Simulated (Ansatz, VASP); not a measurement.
## Pd in VASP and in Ansatz

```
Pd
1.0
     0.00000    1.92545    1.94490
     1.92545    0.00000    1.94490
     1.92545    1.92545    0.00000
Pd
1
Direct
  0.00000 0.00000 0.00000
```

Change from the starting cell: equal xx and yy strain of -1 %, crystal datasets.

Alike in both runs: task electric field gradients; functional PBE; k mesh 18 × 18 × 18; occupations fermi-dirac, width 0.05 eV; no spin polarisation.

|  | VASP | Ansatz |
| --- | --- | --- |
| version | VASP 6.6.1 | Ansatz 0.2.0 |
| potentials or method | VASP PAW PBE potentials, release 64 (Pd), cutoff 520 eV | all-electron PAW with datasets made for the crystal, scalar-relativistic |

|  | VASP | Ansatz | Ansatz less VASP |
| --- | --- | --- | --- |
| pressure (GPa) | 11.7 | 11.9 | +0.29 |
| traceless stress, the component that is largest in VASP (GPa) | -0.46 | -0.47 | -0.007 |
| size of Vzz on the site where it differs most (V/Å²) | 1.2 | 1.9 | +0.70 |

Ansatz ran all-electron here, and VASP with PAW potentials.
